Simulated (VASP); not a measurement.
# Rb in VASP: notebook, part 2 of 3

VASP 6.6.1. The steps go on from the part before.

**5. Single point, PBE**

This run uses another cell than the first one, of 99.12 Å³/atom, 1.040 times its volume.

Input file INCAR:

```
PREC = Accurate
ENCUT = 520
EDIFF = 1E-6
ISMEAR = -1
SIGMA = 0.05
LREAL = F
LASPH = T
NELM = 100
ALGO = Fast
ISIF = 2
LWAVE = F
LCHARG = F
GGA = PE
NBANDS = 16
```

Input file KPOINTS:

```
regular mesh
0
Gamma
  6 6 3
```

Input file POSCAR:

```
Rb
1.0
    2.5715771464     -4.5032088319      0.0000000000
    2.5715771464      4.5032088319      0.0000000000
    0.0000000000      0.0000000000      8.5591734803
Rb
2
Direct
    0.1602887400      0.8397112600      0.7500000000
    0.8397112600      0.1602887400      0.2500000000
```

Potentials or basis: VASP PAW PBE potentials, release 64 (Rb_sv).

Launch:

```
cat potpaw_PBE.64/Rb_sv/POTCAR > POTCAR
mpirun -np 1 vasp_std > vasp.out
```

OUTCAR:

```text
PREC = Accurate
   ENCUT = 520
   EDIFF = 1E-6
   ISMEAR = -1
   LREAL = F
   LASPH = T
   NELM = 100
   ISIF = 2
   GGA = PE

 ion  position               nearest neighbor table
   1  0.160  0.840  0.750-   2 5.16   2 5.16   2 5.25   2 5.25   2 5.25   2 5.25
   2  0.840  0.160  0.250-   1 5.16   1 5.16   1 5.25   1 5.25   1 5.25   1 5.25

  LATTYP: Found a base centered orthorhombic cell.
 ALAT       =     5.1431542928
 B/A-ratio  =     1.7511466993
 C/A-ratio  =     1.6641875769

  Lattice vectors:

 A1 = (   2.5715771464,  -4.5032088319,   0.0000000000)
 A2 = (   2.5715771464,   4.5032088319,   0.0000000000)
 A3 = (   0.0000000000,   0.0000000000,   8.5591734803)

Analysis of symmetry for initial positions (statically):
=====================================================================
 Subroutine PRICEL returns:
 Original cell was already a primitive cell.

 Routine SETGRP: Setting up the symmetry group for a
 base centered orthorhombic supercell.

 Subroutine GETGRP returns: Found  8 space group operations
 (whereof  4 operations were pure point group operations)
[... 164 lines left out ...]

  energy without entropy =       -1.82716761  energy(sigma->0) =       -1.84041691

 E-fermi :  -0.1861     XC(G=0):  -5.2643

 val. band max:       -0.1890915503   @ k =   0.5000   0.3333   0.3333
 cond. band min:      -0.1788316249   @ k =   0.5000   0.1667   0.3333
 fundamental gap:      0.0102599254
 Fermi energy:        -0.1860670341

 k-point     1 :       0.0000    0.0000    0.0000
  band No.  band energies     occupation
      1     -29.1159      2.00000
      2     -29.1136      2.00000
      3     -13.2326      2.00000
      4     -13.1767      2.00000
      5     -13.1741      2.00000
      6     -13.1665      2.00000
[... 433 lines left out ...]
      3     -13.2274      2.00000
      4     -13.2234      2.00000
      5     -13.1969      2.00000
      6     -13.1910      2.00000
[... 8 lines left out ...]
     15       2.8001      0.00000
     16       3.5908      0.00000

 [... further k-points ...]

------------------------ aborting loop because EDIFF is reached ----------------------------------------

  FORCE on cell =-STRESS in cart. coord.  units (eV):
  Direction    XX          YY          ZZ          XY          YZ          ZX
  --------------------------------------------------------------------------------------
  -------------------------------------------------------------------------------------
  Total       -0.2029297     -0.1675463     -0.2987919      0.0000000      0.0000000      0.0000000
  in kB       -1.6401091     -1.3541351     -2.4148824      0.0000000      0.0000000      0.0000000
  external PRESSURE =      -1.8030422 kB  Pullay stress =       0.0000000 kB

 VOLUME and BASIS-vectors are now :
 -----------------------------------------------------------------------------
  energy-cutoff  :      520.00
  volume of cell :      198.24
      direct lattice vectors                 reciprocal lattice vectors
     2.571577146 -4.503208832  0.000000000     0.194433210 -0.111031937  0.000000000
     2.571577146  4.503208832  0.000000000     0.194433210  0.111031937  0.000000000
     0.000000000  0.000000000  8.559173480     0.000000000  0.000000000  0.116833711

 POSITION                                       TOTAL-FORCE (eV/Angst)
 -----------------------------------------------------------------------------------
      2.57158      3.05958      6.41938         0.000000     -0.004135      0.000000
      2.57158     -3.05958      2.13979         0.000000      0.004135      0.000000
 -----------------------------------------------------------------------------------
    total drift:                                0.000000      0.000000     -0.000000

  FREE ENERGIE OF THE ION-ELECTRON SYSTEM (eV)
  ---------------------------------------------------
  free  energy   TOTEN  =        -1.8536662142 eV

  energy  without entropy=       -1.8271676136  energy(sigma->0) =       -1.84041691
```

OSZICAR:

```text
N       E                     dE             d eps       ncg     rms          rms(c)
DAV:   1     0.118446424657E+03    0.11845E+03   -0.67817E+03   832   0.840E+02
DAV:   2     0.112196410076E+02   -0.10723E+03   -0.10395E+03  1128   0.188E+02
DAV:   3    -0.525905022562E+00   -0.11746E+02   -0.11709E+02  1168   0.580E+01
DAV:   4    -0.183960602457E+01   -0.13137E+01   -0.13135E+01  1448   0.135E+01
DAV:   5    -0.184935848023E+01   -0.97525E-02   -0.97520E-02  1184   0.123E+00    0.157E+00
RMM:   6    -0.185116462401E+01   -0.18061E-02   -0.31844E-03   873   0.334E-01    0.952E-01
RMM:   7    -0.185338029671E+01   -0.22157E-02   -0.65747E-03   899   0.446E-01    0.619E-02
RMM:   8    -0.185365329855E+01   -0.27300E-03   -0.48300E-04  1046   0.121E-01    0.892E-03
RMM:   9    -0.185366287343E+01   -0.95749E-05   -0.94242E-05  1323   0.421E-02    0.947E-03
RMM:  10    -0.185366559069E+01   -0.27173E-05   -0.20763E-05  1392   0.192E-02    0.609E-03
RMM:  11    -0.185366621423E+01   -0.62354E-06   -0.37778E-06  1122   0.101E-02
   1 F= -.18536662E+01 E0= -.18404169E+01  d E =-.264986E-01
```

stdout:

```text
POSCAR found type information on POSCAR Rb
 POSCAR found :  1 types and       2 ions
 scaLAPACK will be used
 LDA part: xc-table for (Slater+PW92), standard interpolation
 POSCAR, INCAR and KPOINTS ok, starting setup
 FFT: planning ... GRIDC
 FFT: planning ... GRID_SOFT
 FFT: planning ... GRID
 WAVECAR not read
 entering main loop
```

It took 72 s on 1 thread of Intel Xeon Platinum 8488C (Sapphire Rapids), shared host; peak memory 0.32 GiB.

Results:

```
Free energy            : -1.8537 eV
Pressure               : -0.2 GPa
Largest force          : 0.004 eV/Å
Band gap on the k mesh : zero (band 9 reaches 0.72 eV, above the bottom of band 10 at -0.98 eV)
```

Forces in eV/Å, atoms in the order of the input:
```
Rb   0.000 -0.004  0.000
Rb   0.000  0.004  0.000
```

Levels at points of the mesh, in eV from the Fermi level:
```
           k point  band 7  band 8  band 9  band 10  band 11  band 12
(0.00, 0.00, 0.00)  -12.98  -12.98   -1.85     0.12     0.59     3.38
(0.50, 0.00, 0.00)  -12.99  -12.99    0.07     0.34     1.32     1.57
(0.50, 0.50, 0.00)  -13.00  -12.99    0.07     0.29     1.36     1.60
```

[end of part 2 of 3]
